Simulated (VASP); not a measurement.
Here is a VASP 6.6.1 calculation.

INCAR

```
SYSTEM = Fe
PREC = Accurate
ENCUT = 600
EDIFF = 1E-6
ISMEAR = -1
SIGMA = 0.05
LREAL = .False.
LASPH = .True.
NELM = 150
ALGO = Normal
ISIF = 3
LWAVE = .False.
LCHARG = .False.
ISPIN = 2
MAGMOM = 2.5 2.5 2.5 2.5 2.5 2.5 2.5 2.5
LORBIT = 11
LMAXMIX = 4
GGA = CA
IBRION = 2
NSW = 80
EDIFFG = -0.01
```

KPOINTS

```
Automatic mesh
0
Gamma
  6 6 6
  0 0 0
```

Contents of POSCAR:

```
Fe
1.0
    4.5502851155      0.0000000000      0.0000000000
    0.0000000000      4.5502851155      0.0000000000
    0.0000000000      0.0000000000      4.5502851155
Fe
8
Direct
    0.0000000000      0.0000000000      0.0000000000
    0.5000000000      0.5000000000      0.5000000000
    0.2500000000      0.0000000000      0.5000000000
    0.7500000000      0.0000000000      0.5000000000
    0.5000000000      0.2500000000      0.0000000000
    0.5000000000      0.7500000000      0.0000000000
    0.0000000000      0.5000000000      0.2500000000
    0.0000000000      0.5000000000      0.7500000000
```

Potentials or basis: VASP PAW LDA potentials, release 64 (Fe).

Run with:

```sh
$ cat potpaw_LDA.64/Fe/POTCAR > POTCAR
$ mpirun -np 1 vasp_std > vasp.out
```

**Question.** Estimate the relaxed volume.

**Answer.** 9.96 Å³/atom.

**Question.** What does it give for the net moment?

**Answer.** 5.03 μB per cell.

Step by step:
| step | energy change (eV) | largest force (eV/Å) | pressure (GPa) | volume (Å³) |
| --- | --- | --- | --- | --- |
| 1 | 0.0000 | 0.0000 | -22.22 | 94.21 |
| 2 | -0.5636 | 0.0000 | 25.99 | 73.65 |
| 3 | -0.9993 | 0.0000 | -3.98 | 80.97 |
| 4 | -1.0151 | 0.0000 | -0.63 | 79.89 |
| 5 | -1.0154 | 0.0000 | 0.30 | 79.62 |
| 6 | -1.0153 | 0.0000 | -0.43 | 79.82 |
| 7 | -1.0155 | 0.0000 | -0.02 | 79.70 |

Caveat: the volume moved by over 15 % at a fixed basis, so the end points are rough.
